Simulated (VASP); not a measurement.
Write the native input for VASP 6.6.1 that does the following.

```
Task                   : single point
Functional             : LDA
Potentials or basis    : VASP PAW LDA potentials, release 64 (Zn, O)
Cutoff                 : 520 eV
k mesh                 : 12 × 12 × 6
Occupations            : gaussian, width 0.05 eV
Spin                   : no spin polarisation
Dipole correction      : no
Further INCAR settings : ALGO = Normal; EDIFF = 1e-06; NBANDS = 26
```

The structure of ZnO lies in POSCAR:

```
ZnO
1.0
    3.1457972038      0.0000000000      0.0000000000
   -1.5728986019      2.7243402936      0.0000000000
    0.0000000000      0.0000000000      5.2896579982
Zn O
2 2
Direct
    0.3333333333      0.6666666667      0.0018514197
    0.6666666667      0.3333333333      0.5018514197
    0.3333333333      0.6666666667      0.4254632686
    0.6666666667      0.3333333333      0.9254632686
```

This cell differs from its parent crystal: c/a of the conventional cell at fixed volume 1.6815.

These files were run (other wordings do the same):

INCAR

```
PREC = Accurate ; ENCUT = 520
EDIFF = 1E-6 ; ISMEAR = 0
SIGMA = 0.05 ; LREAL = False
LASPH = True ; NELM = 80
ALGO = Normal ; ISIF = 2
LWAVE = False ; LCHARG = False
GGA = CA ; NBANDS = 26
```

KPOINTS

```
Automatic mesh
0
Gamma
  12 12 6
```

Potentials or basis: VASP PAW LDA potentials, release 64 (Zn, O).

Launch:

```bash
$ cat potpaw_LDA.64/Zn/POTCAR potpaw_LDA.64/O/POTCAR > POTCAR
$ mpirun -np 1 vasp_std > vasp.out
```

It gave:

| Property | Result |
| --- | --- |
| Pressure | 7.9 GPa |
| Largest force | 0.874 eV/Å |
| Band gap on the k mesh | 0.83 eV, direct |

It took 47 s on 1 thread of AMD EPYC 9R14 (Zen 4), on a shared host, peak memory 0.16 GiB.
